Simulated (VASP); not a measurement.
Wanted: the native input for a VASP 6.6.1 run.

```
Task                   : single point
Functional             : PBE
Potentials or basis    : VASP PAW PBE potentials, release 64 (Be, Sb, P)
Cutoff                 : 520 eV
k mesh                 : 8 × 8 × 6
Occupations            : gaussian, width 0.01 eV
Spin                   : no spin polarisation
Dipole correction      : no
Further INCAR settings : ALGO = Fast; EDIFF = 1e-06; NBANDS = 21
```

The structure of Be2SbP3 lies in POSCAR:

```
Be2SbP3
1.0
    3.1788512081     -3.3456025112      0.0000000000
    3.1788512081      3.3456025112      0.0000000000
    0.0000000000      0.0000000000      7.6698051058
Be Sb P
2 1 3
Direct
    0.7457550238      0.2542449762      0.0363690599
    0.2542449762      0.7457550238      0.0363690599
    0.0000000000      0.0000000000      0.3025251034
    0.0000000000      0.0000000000      0.8455116258
    0.7310612570      0.7310612570      0.0453265656
    0.2689387430      0.2689387430      0.0453265656
```

The cell was generated, and may not be a known phase.

These files were run (other wordings do the same):

INCAR

```
SYSTEM = Be2SbP3
PREC     = Accurate       ! precision mode
ENCUT    = 520            ! plane-wave cutoff, eV
EDIFF    = 1E-6           ! SCF threshold, eV
ISMEAR   = 0              ! smearing method
SIGMA    = 0.01           ! smearing width, eV
LREAL    = .FALSE.        ! projectors in reciprocal space
LASPH    = .TRUE.         ! aspherical terms in the spheres
NELM     = 80             ! most SCF steps
ALGO     = Fast           ! electronic algorithm
ISIF     = 2              ! what is computed and relaxed
LWAVE    = .FALSE.        ! write WAVECAR
LCHARG   = .TRUE.         ! write CHGCAR
GGA      = PE             ! functional
LELF     = .TRUE.         ! ELF
LVHAR    = .TRUE.       
NBANDS   = 21             ! bands
```

KPOINTS

```
regular mesh
0
G
  8 8 6
  0 0 0
```

Potentials or basis: VASP PAW PBE potentials, release 64 (Be, Sb, P).

Launch:

```console
$ cat potpaw_PBE.64/Be/POTCAR potpaw_PBE.64/Sb/POTCAR potpaw_PBE.64/P/POTCAR > POTCAR
$ mpirun -np 1 vasp_std > vasp.out
```

It gave:

The pressure is 0.0 GPa. The largest force is 0.056 eV/Å. The band gap on the k mesh is zero (bands 12 and 13 overlap by 0.42 eV).

Caveat: semilocal functionals underestimate gaps, and a narrow one can read as zero; spin-orbit coupling is left out, which moves the levels of the heavy elements; this functional lacks dispersion, which binds layers or chains, so the pressure and a relaxed spacing across them are unreliable.

It took 9.3 min on 1 thread of Oxide Virtual Turin-like Processor (shared host), peak memory 0.41 GiB.
